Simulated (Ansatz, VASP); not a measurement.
## V in VASP and in Ansatz

File INCAR:

```
PREC = Accurate
ENCUT = 520
EDIFF = 1E-7
ISMEAR = -1
SIGMA = 0.08
LREAL = F
LASPH = T
NELM = 60
ALGO = Normal
ISIF = 2
LWAVE = F
LCHARG = F
NBANDS = 20
```

KPOINTS

```
regular mesh
0
Gamma
  18 18 10
```

POSCAR

```
V
1.0
    2.5376597910      0.0000000000      0.0000000000
   -1.2688298955      2.1976778452      0.0000000000
    0.0000000000      0.0000000000      4.6253245015
V
2
Direct
    0.3333333333      0.6666666667      0.2500000000
    0.6666666667      0.3333333333      0.7500000000
```

Input for Ansatz:

```yaml
crystal:
  lattice:
    - [2.537659791, 0.0, 0.0]
    - [-1.2688298955, 2.1976778452, 0.0]
    - [0.0, 0.0, 4.6253245015]
  atoms:
    - { symbol: V, position: [0.3333333333, 0.6666666667, 0.25] }
    - { symbol: V, position: [0.6666666667, 0.3333333333, 0.75] }
kpoints:
  mp_grid: { grid: [18, 18, 10] }
  band_path:
    path:
      - [0.0, 0.0, 0.0]
      - [0.5, 0.0, 0.0]
      - [0.3333333333, 0.3333333333, 0.0]
      - [0.0, 0.0, 0.0]
      - [0.0, 0.0, 0.5]
      - [0.5, 0.0, 0.5]
      - [0.3333333333, 0.3333333333, 0.5]
      - [0.0, 0.0, 0.5]
      - [0.5, 0.0, 0.5]
    npoints: 14
scf:
  occupations: { method: fermi_dirac, width: 0.08 }
hamiltonian:
  xc: lda
  pseudopotentials: { kind: all_electron, lapw: { basis_error: 0.001 } }
output:
  forces: true
  stress: true
  eigenvalues: true
  populations: true
  dos: { projected: true, de: 0.2, e_range: [-14, 8] }
```

Alike in both runs: task single point; functional LDA; k mesh 18 × 18 × 10; occupations fermi-dirac, width 0.08 eV; no spin polarisation.

|  | VASP | Ansatz |
| --- | --- | --- |
| version | VASP 6.6.1 | Ansatz 0.2.0 |
| potentials or method | VASP PAW LDA potentials, release 64 (V_sv), cutoff 520 eV | all-electron LAPW, scalar-relativistic |

|  | VASP | Ansatz | Ansatz less VASP |
| --- | --- | --- | --- |
| pressure (GPa) | 0.5 | 0.0 | -0.48 |

LDA's correlation is that of Perdew and Zunger in VASP and of Perdew and Wang (1992) in Ansatz. Ansatz ran all-electron here, and VASP with PAW potentials.
